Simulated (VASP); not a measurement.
# NaCl (Fm-3m) in VASP: further runs

NaCl is run at these levels: PBE; tasks: electric field gradients.

Program: VASP 6.6.1. These are calculated values, not measurements. Logs are shortened: lines on timing, memory, paths and dates and some standing lists are left out, and cuts for length are marked.

### 1 The cell of the first run

The structure is cubic, space group Fm-3m (No. 225). Conventional cell: a = 5.625 Å, b = 5.625 Å, c = 5.625 Å, α = 90.00°, β = 90.00°, γ = 90.00°. Within 3.7 Å of Na (site symmetry m-3m) lie 6 Cl at 2.81 Å. Within 3.7 Å of Cl (site symmetry m-3m) lie 6 Na at 2.81 Å.

### 2 Electric field gradients, PBE (volume scaled by 0.98)

Input file INCAR:

```
SYSTEM = NaCl
PREC = Accurate
ENCUT = 520
EDIFF = 1E-8
ISMEAR = -1
SIGMA = 0.03
LREAL = .False.
LASPH = .True.
NELM = 80
ALGO = Normal
ISIF = 2
LWAVE = .False.
LCHARG = .False.
GGA = PE
LEFG = .True.
NBANDS = 14
```

Input file KPOINTS:

```
Automatic mesh
0
Gamma
  7 7 7
  0 0 0
```

Input file POSCAR:

```
NaCl
1.0
    0.0000000000      2.8127443938      2.8127443938
    2.8127443938      0.0000000000      2.8127443938
    2.8127443938      2.8127443938      0.0000000000
Na Cl
1 1
Direct
    0.0000000000      0.0000000000      0.0000000000
    0.5000000000      0.5000000000      0.5000000000
```

Potentials or basis: VASP PAW PBE potentials, release 64 (Na_pv, Cl).

Started as:

```sh
> cat potpaw_PBE.64/Na_pv/POTCAR potpaw_PBE.64/Cl/POTCAR > POTCAR
> mpirun -np 1 vasp_std > vasp.out
```

OUTCAR:

```text
SYSTEM = NaCl
   PREC = Accurate
   ENCUT = 520
   EDIFF = 1E-8
   ISMEAR = -1
   LREAL = .False.
   LASPH = .True.
   NELM = 80
   ISIF = 2
   GGA = PE

 ion  position               nearest neighbor table
   1  0.000  0.000  0.000-
   2  0.500  0.500  0.500-

  LATTYP: Found a face centered cubic cell.
 ALAT       =     5.6254887876

  Lattice vectors:

 A1 = (   0.0000000000,   2.8127443938,   2.8127443938)
 A2 = (   2.8127443938,   0.0000000000,   2.8127443938)
 A3 = (   2.8127443938,   2.8127443938,   0.0000000000)

Analysis of symmetry for initial positions (statically):
[... 33 lines left out ...]
                                     Primitive cell

  volume of cell :      44.5062

  direct lattice vectors                    reciprocal lattice vectors
     0.000000000  2.812744394  2.812744394    -0.177762331  0.177762331  0.177762331
     2.812744394  0.000000000  2.812744394     0.177762331 -0.177762331  0.177762331
     2.812744394  2.812744394  0.000000000     0.177762331  0.177762331 -0.177762331

  length of vectors
     3.977821269  3.977821269  3.977821269     0.307893389  0.307893389  0.307893389

  position of ions in fractional coordinates (direct lattice)
[... 8 lines left out ...]
----------------------------------------------------------------------------------------

 KPOINTS: Automatic mesh

Automatic generation of k-mesh.
 Grid dimensions read from file:
 generate k-points for:    7    7    7

 Generating k-lattice:

  Cartesian coordinates                     Fractional coordinates (reciprocal lattice)
    -0.025394619  0.025394619  0.025394619     0.142857143  0.000000000  0.000000000
     0.025394619 -0.025394619  0.025394619     0.000000000  0.142857143  0.000000000
     0.025394619  0.025394619 -0.025394619     0.000000000  0.000000000  0.142857143

  Length of vectors
     0.043984770  0.043984770  0.043984770

  Shift w.r.t. Gamma in fractional coordinates (k-lattice)
     0.000000000  0.000000000  0.000000000

 Subroutine IBZKPT returns following result:
 ===========================================

 Found     20 irreducible k-points:

 Following reciprocal coordinates:
            Coordinates               Weight
  0.000000  0.000000  0.000000      1.000000
  0.142857  0.000000  0.000000      8.000000
  0.285714  0.000000  0.000000      8.000000
  0.428571  0.000000  0.000000      8.000000
  0.142857  0.142857  0.000000      6.000000
  0.285714  0.142857  0.000000     24.000000
[... 12 lines left out ...]
 -0.428571  0.428571  0.142857     24.000000
 -0.285714  0.428571  0.142857     24.000000
   k-points           NKPTS =     20   k-points in BZ     NKDIM =     20   number of bands    NBANDS=     14
   number of dos      NEDOS =    301   number of ions     NIONS =      2
   total plane-waves  NPLWV =  27000
   dimension x,y,z NGX =    30 NGY =   30 NGZ =   30
   dimension x,y,z NGXF=    60 NGYF=   60 NGZF=   60
   ions per type =               1   1
   NGX,Y,Z   is equivalent  to a cutoff of  12.54, 12.54, 12.54 a.u.
   NGXF,Y,Z  is equivalent  to a cutoff of  25.08, 25.08, 25.08 a.u.
 SYSTEM =  NaCl
   PREC   = accura    normal or accurate (medium, high low for compatibility)
   ISTART =      0    job   : 0-new  1-cont  2-samecut
   ICHARG =      2    charge: 1-file 2-atom 10-const
   ISPIN  =      1    spin polarized calculation?
   LNONCOLLINEAR =      F non collinear calculations
   LSORBIT =      F    spin-orbit coupling
   LASPH  =      T    aspherical Exc in radial PAW
   ENCUT  =  520.0 eV  38.22 Ry    6.18 a.u.   7.40  7.40  7.40*2*pi/ulx,y,z
   NELM   =     80;   NELMIN=  2; NELMDL= -5     # of ELM steps
   EDIFF  = 0.1E-07   stopping-criterion for ELM
   LREAL  =      F    real-space projection
   EDIFFG = 0.1E-06   stopping-criterion for IOM
   NSW    =      0    number of steps for IOM
   IBRION =     -1    ionic relax: 0-MD 1-quasi-New 2-CG
   NFREE  =      0    steps in history (QN), initial steepest desc. (CG)
   ISIF   =      2    stress and relaxation
   ISYM   =      2    0-nonsym 1-usesym 2-fastsym
   POTIM  = 0.5000    time-step for ionic-motion
   TEBEG  =    0.0;   TEEND  =   0.0 temperature during run
   PSTRESS=    0.0 pullay stress
   NELECT =      14.0000    total number of electrons
   NUPDOWN=      -1.0000    fix difference up-down
   EMIN   =  10.00;   EMAX   =-10.00  energy-range for DOS
   EFERMI =   0.00;   METHOD = LEGACY
   ISMEAR =    -1;   SIGMA  =   0.03  broadening in eV -4-tet -1-fermi 0-gaus
   EFERMI_NEDOS =   21; number of points for ismear=-14 and -15
   IALGO  =     38    algorithm
   IMIX   =      4    mixing-type and parameters
     AMIX     =   0.40;   BMIX     =  1.00
     AMIX_MAG =   1.60;   BMIX_MAG =  1.00
  volume/ion in A,a.u.               =      22.25       150.17
  Fermi-wavevector in a.u.,A,eV,Ry     =   1.113381  2.103986 16.866025  1.239618
  Thomas-Fermi vector in A             =   2.249965
   LORBIT       =      0    0 simple, 1 ext, 2 COOP (PROOUT), +10 PAW based schemes
   GGA     = PE    functional components
   LHFCALC =     F    Hartree Fock is set to
   AEXX    =    0.0000 exact exchange contribution
   IVDW    =     0    specifies the selected vdW correction
   LEPSILON=     F    determine dielectric tensor
   LRPA    =     F    only Hartree local field effects (RPA)
 non-spin polarized calculation
  energy-cutoff  :      520.00
  volume of cell :       44.51
 maximum number of plane-waves:      1243
 NGX is ok and might be reduce to    30
   NGX = 15   NGY = 15   NGZ = 15

 number of electron      13.9999999 magnetization

 Free energy of the ion-electron system (eV)
  ---------------------------------------------------
  ext. energy  EPLUGINS =         0.00000000
  ---------------------------------------------------
  free energy    TOTEN  =        -6.77279247 eV

  energy without entropy =       -6.77279247  energy(sigma->0) =       -6.77279247

 E-fermi :   0.0189     XC(G=0):  -8.1991

 val. band max:       -0.6869260277   @ k =   0.0000   0.0000   0.0000
 cond. band min:       4.4506127443   @ k =   0.0000   0.0000   0.0000
 fundamental gap:      5.1375387720
 Fermi energy:         0.0189300704

 k-point     1 :       0.0000    0.0000    0.0000
  band No.  band energies     occupation
      1     -21.4900      2.00000
      2     -21.4900      2.00000
      3     -21.4900      2.00000
      4     -13.3630      2.00000
      5      -0.6869      2.00000
      6      -0.6869      2.00000
      7      -0.6869      2.00000
      8       4.4506      0.00000
      9      10.4417      0.00000
     10      10.4417      0.00000
     11      10.4418      0.00000
     12      12.6123      0.00000
     13      12.6123      0.00000
     14      14.2327      0.00000

 k-point     2 :       0.1429    0.0000    0.0000
  band No.  band energies     occupation
      1     -21.4958      2.00000
      2     -21.4904      2.00000
      3     -21.4904      2.00000
      4     -13.3012      2.00000
      5      -1.1566      2.00000
      6      -0.7399      2.00000
      7      -0.7399      2.00000
      8       5.0812      0.00000
      9       9.7919      0.00000
     10      10.6783      0.00000
     11      10.6783      0.00000
     12      12.3162      0.00000
     13      12.3162      0.00000
     14      15.2737      0.00000

 k-point     3 :       0.2857    0.0000    0.0000
  band No.  band energies     occupation
      1     -21.5086      2.00000
      2     -21.4914      2.00000
      3     -21.4913      2.00000
      4     -13.1572      2.00000
      5      -1.9972      2.00000
      6      -0.8544      2.00000
      7      -0.8544      2.00000
      8       6.1603      0.00000
      9       9.3327      0.00000
     10      10.6551      0.00000
     11      10.6551      0.00000
     12      12.8695      0.00000
     13      12.8695      0.00000
     14      14.8109      0.00000
[... 256 lines left out ...]
 k-point    19 :      -0.4286    0.4286    0.1429
  band No.  band energies     occupation
      1     -21.5090      2.00000
      2     -21.5002      2.00000
      3     -21.4984      2.00000
      4     -12.9730      2.00000
      5      -2.1991      2.00000
      6      -1.5014      2.00000
      7      -1.3277      2.00000
      8       7.6059      0.00000
      9       8.0801      0.00000
     10       9.7302      0.00000
     11      11.9468      0.00000
     12      13.9907      0.00000
     13      15.3375      0.00000
     14      16.0688      0.00000

 k-point    20 :      -0.2857    0.4286    0.1429
  band No.  band energies     occupation
      1     -21.5060      2.00000
      2     -21.5054      2.00000
      3     -21.4978      2.00000
      4     -12.9582      2.00000
      5      -1.9622      2.00000
      6      -1.8977      2.00000
      7      -1.3098      2.00000
      8       8.1060      0.00000
      9       8.6195      0.00000
     10       9.3902      0.00000
     11      11.1019      0.00000
     12      14.0200      0.00000
     13      14.7490      0.00000
     14      16.5843      0.00000

------------------------ aborting loop because EDIFF is reached ----------------------------------------

  FORCE on cell =-STRESS in cart. coord.  units (eV):
  Direction    XX          YY          ZZ          XY          YZ          ZX
  --------------------------------------------------------------------------------------
  -------------------------------------------------------------------------------------
  Total        0.2587551      0.2587551      0.2587551      0.0000000      0.0000000      0.0000000
  in kB        9.3149091      9.3149091      9.3149091      0.0000000      0.0000000      0.0000000
  external PRESSURE =       9.3149091 kB  Pullay stress =       0.0000000 kB

 VOLUME and BASIS-vectors are now :
 -----------------------------------------------------------------------------
  energy-cutoff  :      520.00
  volume of cell :       44.51
      direct lattice vectors                 reciprocal lattice vectors
     0.000000000  2.812744394  2.812744394    -0.177762331  0.177762331  0.177762331
     2.812744394  0.000000000  2.812744394     0.177762331 -0.177762331  0.177762331
     2.812744394  2.812744394  0.000000000     0.177762331  0.177762331 -0.177762331

 POSITION                                       TOTAL-FORCE (eV/Angst)
 -----------------------------------------------------------------------------------
      0.00000      0.00000      0.00000         0.000000      0.000000      0.000000
      2.81274      2.81274      2.81274        -0.000000      0.000000     -0.000000
 -----------------------------------------------------------------------------------
    total drift:                               -0.000000      0.000000      0.000000

  FREE ENERGIE OF THE ION-ELECTRON SYSTEM (eV)
  ---------------------------------------------------
  free  energy   TOTEN  =        -6.7727924736 eV

  energy  without entropy=       -6.7727924736  energy(sigma->0) =       -6.77279247

 Electric field gradients (V/A^2)
---------------------------------------------------------------------
 ion       V_xx      V_yy      V_zz      V_xy      V_xz      V_yz
---------------------------------------------------------------------
   1       0.000     0.000     0.000    -0.002    -0.002    -0.002
   2       0.000    -0.000    -0.000    -0.000    -0.000    -0.000
---------------------------------------------------------------------

 Electric field gradients after diagonalization (V/A^2)
 (convention: |V_zz| > |V_xx| > |V_yy|)
----------------------------------------------------------------------
 ion       V_xx      V_yy      V_zz     asymmetry (V_yy - V_xx)/ V_zz
----------------------------------------------------------------------
   1       0.002     0.002    -0.004       0.000
   2       0.000     0.000    -0.000       0.000
----------------------------------------------------------------------

           NMR quadrupolar parameters

 Cq : quadrupolar parameter    Cq=e*Q*V_zz/h
 eta: asymmetry parameters     (V_yy - V_xx)/ V_zz
 Q  : nuclear electric quadrupole moment in mb (millibarn)
----------------------------------------------------------------------
 ion       Cq(MHz)       eta       Q (mb)
----------------------------------------------------------------------
   1      -0.000       0.000       1.000
   2      -0.000       0.000       1.000
----------------------------------------------------------------------
```

Run time: 8 s. Hardware: 1 thread of AMD EPYC 9R45 (Zen 5), shared host; peak memory 0.13 GiB.

Results:

```
Free energy            : -6.7728 eV
Pressure               : 0.9 GPa
Band gap on the k mesh : 5.14 eV, direct
```

Levels at points of the mesh, in eV from the valence-band top:
| k point | band 5 | band 6 | band 7 | band 8 | band 9 | band 10 |
| --- | --- | --- | --- | --- | --- | --- |
| (0.00, 0.00, 0.00) | 0.00 | 0.00 | 0.00 | 5.14 | 11.13 | 11.13 |

Caveat: without QUAD_EFG the Cq values of the log hold for a quadrupole moment of 1 mb, not for the nuclei.

(Part 1 of 2 ends here.)
